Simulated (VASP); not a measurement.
# Be (P6_3/mmc) in VASP: a series of runs, part 2 of 2

VASP 6.6.1. Earlier steps stand in the parts before.

## (3) Single point, RPBE (volume scaled by 1.04)

INCAR reads:

```
ALGO = Normal
EDIFF = 1E-6
ENCUT = 520
GGA = RP
ISIF = 2
ISMEAR = -1
LASPH = T
LCHARG = F
LREAL = F
LWAVE = F
NBANDS = 12
NELM = 80
PREC = Accurate
SIGMA = 0.1
```

KPOINTS reads:

```
k-points
0
Gamma
  18 18 5
```

POSCAR reads:

```
Be
1.0
    2.3047508381      0.0000000000      0.0000000000
   -1.1523754191      1.9959727752      0.0000000000
    0.0000000000      0.0000000000      7.3309267760
Be
4
Direct
    0.0000000000      1.0000000000      1.0000000000
    1.0000000000      1.0000000000      0.5000000000
    0.3333333333      0.6666666667      0.2500000000
    0.6666666667      0.3333333333      0.7500000000
```

Potentials or basis: VASP PAW PBE potentials, release 64 (Be).

Run with:

```bash
$ cat potpaw_PBE.64/Be/POTCAR > POTCAR
$ mpirun -np 1 vasp_std > vasp.out
```

OUTCAR:

```text
EDIFF = 1E-6
   ENCUT = 520
   GGA = RP
   ISIF = 2
   ISMEAR = -1
   LASPH = T
   LREAL = F
   NELM = 80
   PREC = Accurate

 ion  position               nearest neighbor table
   1  0.000  0.000  0.000-   3 2.26   4 2.26   4 2.26   3 2.26   4 2.26   3 2.26
   2  0.000  0.000  0.500-   3 2.26   4 2.26   4 2.26   3 2.26   4 2.26   3 2.26
   3  0.333  0.667  0.250-   1 2.26   2 2.26   1 2.26   2 2.26   1 2.26   2 2.26
   4  0.667  0.333  0.750-   1 2.26   2 2.26   1 2.26   2 2.26   1 2.26   2 2.26

  LATTYP: Found a hexagonal cell.
 ALAT       =     2.3047508381
 C/A-ratio  =     3.1807892874

  Lattice vectors:

 A1 = (   2.3047508381,   0.0000000000,   0.0000000000)
 A2 = (  -1.1523754191,   1.9959727752,   0.0000000000)
 A3 = (   0.0000000000,   0.0000000000,   7.3309267760)

Analysis of symmetry for initial positions (statically):
=====================================================================
 Subroutine PRICEL returns:
 Original cell was already a primitive cell.

 Routine SETGRP: Setting up the symmetry group for a
 hexagonal supercell.

 Subroutine GETGRP returns: Found 24 space group operations
 (whereof 12 operations were pure point group operations)
 out of a pool of 24 trial point group operations.

The static configuration has the point symmetry D_3d.
 The point group associated with its full space group is D_6h.

Analysis of symmetry for dynamics (positions and initial velocities):
=====================================================================
 Subroutine PRICEL returns:
 Original cell was already a primitive cell.

 Routine SETGRP: Setting up the symmetry group for a
 hexagonal supercell.

 Subroutine GETGRP returns: Found 24 space group operations
 (whereof 12 operations were pure point group operations)
 out of a pool of 24 trial point group operations.

The dynamic configuration has the point symmetry D_3d.
 The point group associated with its full space group is D_6h.

 Subroutine INISYM returns: Found 24 space group operations
 (whereof 12 operations are pure point group operations),
 and found     1 'primitive' translations

----------------------------------------------------------------------------------------

                                     Primitive cell

  volume of cell :      33.7239

  direct lattice vectors                    reciprocal lattice vectors
     2.304750838  0.000000000  0.000000000     0.433886381  0.250504419  0.000000000
    -1.152375419  1.995972775  0.000000000     0.000000000  0.501008838  0.000000000
     0.000000000  0.000000000  7.330926776     0.000000000  0.000000000  0.136408401

  length of vectors
     2.304750838  2.304750838  7.330926776     0.501008838  0.501008838  0.136408401

  position of ions in fractional coordinates (direct lattice)
     0.000000000  0.000000000  0.000000000
     0.000000000  0.000000000  0.500000000
     0.333333333  0.666666667  0.250000000
     0.666666667  0.333333333  0.750000000

  ion indices of the primitive-cell ions
   primitive index   ion index
                 1           1
                 2           2
                 3           3
                 4           4

[... 53 lines left out ...]
   k-points           NKPTS =    111   k-points in BZ     NKDIM =    111   number of bands    NBANDS=     12
   number of dos      NEDOS =    301   number of ions     NIONS =      4
   total plane-waves  NPLWV =  18144
   dimension x,y,z NGX =    18 NGY =   18 NGZ =   56
   dimension x,y,z NGXF=    36 NGYF=   36 NGZF=  112
   ions per type =               4
   NGX,Y,Z   is equivalent  to a cutoff of  12.98, 12.98, 12.70 a.u.
   NGXF,Y,Z  is equivalent  to a cutoff of  25.97, 25.97, 25.40 a.u.
 SYSTEM =  unknown system
   PREC   = accura    normal or accurate (medium, high low for compatibility)
   ISTART =      0    job   : 0-new  1-cont  2-samecut
   ICHARG =      2    charge: 1-file 2-atom 10-const
   ISPIN  =      1    spin polarized calculation?
   LNONCOLLINEAR =      F non collinear calculations
   LSORBIT =      F    spin-orbit coupling
   LASPH  =      T    aspherical Exc in radial PAW
   ENCUT  =  520.0 eV  38.22 Ry    6.18 a.u.   4.29  4.29 13.63*2*pi/ulx,y,z
   NELM   =     80;   NELMIN=  2; NELMDL= -5     # of ELM steps
   EDIFF  = 0.1E-05   stopping-criterion for ELM
   LREAL  =      F    real-space projection
   EDIFFG = 0.1E-04   stopping-criterion for IOM
   NSW    =      0    number of steps for IOM
   IBRION =     -1    ionic relax: 0-MD 1-quasi-New 2-CG
   NFREE  =      0    steps in history (QN), initial steepest desc. (CG)
   ISIF   =      2    stress and relaxation
   ISYM   =      2    0-nonsym 1-usesym 2-fastsym
   POTIM  = 0.5000    time-step for ionic-motion
   TEBEG  =    0.0;   TEEND  =   0.0 temperature during run
   PSTRESS=    0.0 pullay stress
   NELECT =       8.0000    total number of electrons
   NUPDOWN=      -1.0000    fix difference up-down
   EMIN   =  10.00;   EMAX   =-10.00  energy-range for DOS
   EFERMI =   0.00;   METHOD = LEGACY
   ISMEAR =    -1;   SIGMA  =   0.10  broadening in eV -4-tet -1-fermi 0-gaus
   EFERMI_NEDOS =   21; number of points for ismear=-14 and -15
   IALGO  =     38    algorithm
   IMIX   =      4    mixing-type and parameters
     AMIX     =   0.40;   BMIX     =  1.00
     AMIX_MAG =   1.60;   BMIX_MAG =  1.00
  volume/ion in A,a.u.               =       8.43        56.89
  Fermi-wavevector in a.u.,A,eV,Ry     =   1.013427  1.915099 13.973641  1.027034
  Thomas-Fermi vector in A             =   2.146595
   LORBIT       =      0    0 simple, 1 ext, 2 COOP (PROOUT), +10 PAW based schemes
   GGA     = RP    functional components
   LHFCALC =     F    Hartree Fock is set to
   AEXX    =    0.0000 exact exchange contribution
   IVDW    =     0    specifies the selected vdW correction
   LEPSILON=     F    determine dielectric tensor
   LRPA    =     F    only Hartree local field effects (RPA)
 non-spin polarized calculation
  energy-cutoff  :      520.00
  volume of cell :       33.72
 maximum number of plane-waves:       945
 NGX is ok and might be reduce to    18
   NGX =  9   NGY =  9   NGZ = 27

 number of electron       8.0000000 magnetization

 Free energy of the ion-electron system (eV)
  ---------------------------------------------------
  ext. energy  EPLUGINS =         0.00000000
  ---------------------------------------------------
  free energy    TOTEN  =       -13.91471153 eV

  energy without entropy =      -13.90360107  energy(sigma->0) =      -13.90915630

 E-fermi :   6.8189     XC(G=0): -10.3992

 val. band max:        6.8025844254   @ k =   0.3333   0.2778   0.2000
 cond. band min:       6.9542758460   @ k =   0.3333   0.2778   0.4000
 fundamental gap:      0.1516914206
 Fermi energy:         6.8188673996

 k-point     1 :       0.0000    0.0000    0.0000
  band No.  band energies     occupation
      1      -4.4466      2.00000
      2      -2.3615      2.00000
      3      -2.3391      2.00000
      4       2.3004      2.00000
      5       7.3015      0.01591
      6      16.5381      0.00000
      7      16.5407      0.00000
      8      22.2578      0.00000
      9      22.2578      0.00000
     10      23.3670      0.00000
     11      23.3726      0.00000
     12      23.6919      0.00000
[... 331 lines left out ...]
 k-point    24 :       0.3889    0.1111    0.0000
  band No.  band energies     occupation
      1       1.3287      2.00000
      2       2.9711      2.00000
      3       3.0461      2.00000
      4       4.9464      2.00000
      5       8.1899      0.00000
      6       8.4312      0.00000
      7      10.0910      0.00000
      8      12.0298      0.00000
      9      13.4213      0.00000
     10      14.0316      0.00000
     11      16.3127      0.00000
     12      17.0881      0.00000

 [... further k-points ...]

------------------------ aborting loop because EDIFF is reached ----------------------------------------

  FORCE on cell =-STRESS in cart. coord.  units (eV):
  Direction    XX          YY          ZZ          XY          YZ          ZX
  --------------------------------------------------------------------------------------
  -------------------------------------------------------------------------------------
  Total       -0.9279511     -0.9279511     -0.8495769      0.0000000     -0.0000000     -0.0000000
  in kB      -44.0857453    -44.0857453    -40.3622917      0.0000000     -0.0000000     -0.0000000
  external PRESSURE =     -42.8445941 kB  Pullay stress =       0.0000000 kB

 VOLUME and BASIS-vectors are now :
 -----------------------------------------------------------------------------
  energy-cutoff  :      520.00
  volume of cell :       33.72
      direct lattice vectors                 reciprocal lattice vectors
     2.304750838  0.000000000  0.000000000     0.433886381  0.250504419  0.000000000
    -1.152375419  1.995972775  0.000000000     0.000000000  0.501008838  0.000000000
     0.000000000  0.000000000  7.330926776     0.000000000  0.000000000  0.136408401

 POSITION                                       TOTAL-FORCE (eV/Angst)
 -----------------------------------------------------------------------------------
      0.00000      0.00000      0.00000        -0.000000      0.000000     -0.000000
      0.00000      0.00000      3.66546        -0.000000      0.000000     -0.000000
     -0.00000      1.33065      1.83273         0.000000     -0.000000     -0.000000
      1.15238      0.66532      5.49820        -0.000000      0.000000      0.000000
 -----------------------------------------------------------------------------------
    total drift:                               -0.000000      0.000000     -0.000000

  FREE ENERGIE OF THE ION-ELECTRON SYSTEM (eV)
  ---------------------------------------------------
  free  energy   TOTEN  =       -13.9147115337 eV

  energy  without entropy=      -13.9036010682  energy(sigma->0) =      -13.90915630
```

OSZICAR:

```text
N       E                     dE             d eps       ncg     rms          rms(c)
DAV:   1     0.220994266271E+01    0.22099E+01   -0.35478E+03  2664   0.562E+02
DAV:   2    -0.135382097368E+02   -0.15748E+02   -0.15070E+02  3540   0.975E+01
DAV:   3    -0.140143677329E+02   -0.47616E+00   -0.47236E+00  3928   0.120E+01
DAV:   4    -0.140162295733E+02   -0.18618E-02   -0.18614E-02  3244   0.747E-01
DAV:   5    -0.140162356523E+02   -0.60790E-05   -0.60781E-05  3740   0.418E-02    0.158E+00
DAV:   6    -0.139420413220E+02    0.74194E-01   -0.10755E-02  3036   0.117E+00    0.975E-01
DAV:   7    -0.139147722305E+02    0.27269E-01   -0.93507E-03  2976   0.112E+00    0.330E-02
DAV:   8    -0.139147107003E+02    0.61530E-04   -0.10342E-04  3616   0.651E-02    0.144E-02
DAV:   9    -0.139147115337E+02   -0.83348E-06   -0.39560E-06  3572   0.127E-02
   1 F= -.13914712E+02 E0= -.13909156E+02  d E =-.111105E-01
```

stdout:

```text
POSCAR found type information on POSCAR Be
 POSCAR found :  1 types and       4 ions
 scaLAPACK will be used
 -----------------------------------------------------------------------------
|                                                                             |
|                                                                             |
|     You enforced a specific xc type in the INCAR file but a different       |
|     I HOPE YOU KNOW WHAT YOU ARE DOING!                                     |
|                                                                             |
 -----------------------------------------------------------------------------

 LDA part: xc-table for (Slater+PW92), standard interpolation
 POSCAR, INCAR and KPOINTS ok, starting setup
 FFT: planning ... GRIDC
 FFT: planning ... GRID_SOFT
 FFT: planning ... GRID
 WAVECAR not read
 entering main loop
```

Run time: 28 s. Hardware: 1 thread of Intel Xeon Platinum 8375C at 2.90GHz (Ice Lake), shared host; peak memory 0.16 GiB.

Results:

```
Free energy            : -13.9147 eV
Pressure               : -4.3 GPa
Band gap on the k mesh : zero (band 4 reaches 7.51 eV, above the bottom of band 5 at 6.18 eV)
```

Stress tensor (GPa, compression positive):
```
-4.41  0.00  0.00
 0.00 -4.41  0.00
 0.00  0.00 -4.04
```

Caveat: the PAW data sets were made with another functional, which shifts forces and pressure a little.
